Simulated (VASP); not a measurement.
A run of VASP 6.6.1:

Contents of INCAR:

```
  ALGO = Normal
  EDIFF = 1E-6
  EDIFFG = -0.05
  ENCUT = 600
  GGA = RP
  IBRION = 2
  ISIF = 3
  ISMEAR = 0
  LASPH = T
  LCHARG = F
  LREAL = F
  LWAVE = F
  NELM = 80
  NSW = 80
  PREC = Accurate
  SIGMA = 0.01
```

File KPOINTS:

```
k-points
0
Gamma
  8 8 8
```

POSCAR

```
BAs
1.0
    0.0000000000      2.3885000000      2.3885000000
    2.3885000000      0.0000000000      2.3885000000
    2.3885000000      2.3885000000      0.0000000000
B As
1 1
Direct
    0.0000000000      0.0000000000      0.0000000000
    0.2500000000      0.2500000000      0.2500000000
```

Potentials or basis: VASP PAW PBE potentials, release 64 (B, As).

The run is started by

```console
$ cat potpaw_PBE.64/B/POTCAR potpaw_PBE.64/As/POTCAR > POTCAR
$ mpirun -np 1 vasp_std > vasp.out
```

Hardware: 1 thread of AMD EPYC 7R13 (shared host).

Question: Estimate the wall time of this run.

Answer: Wall time 40 s on 1 thread of AMD EPYC 7R13, on a shared host, peak memory 0.13 GiB. Counts: scf iterations 25, k points 29, ion steps 3.
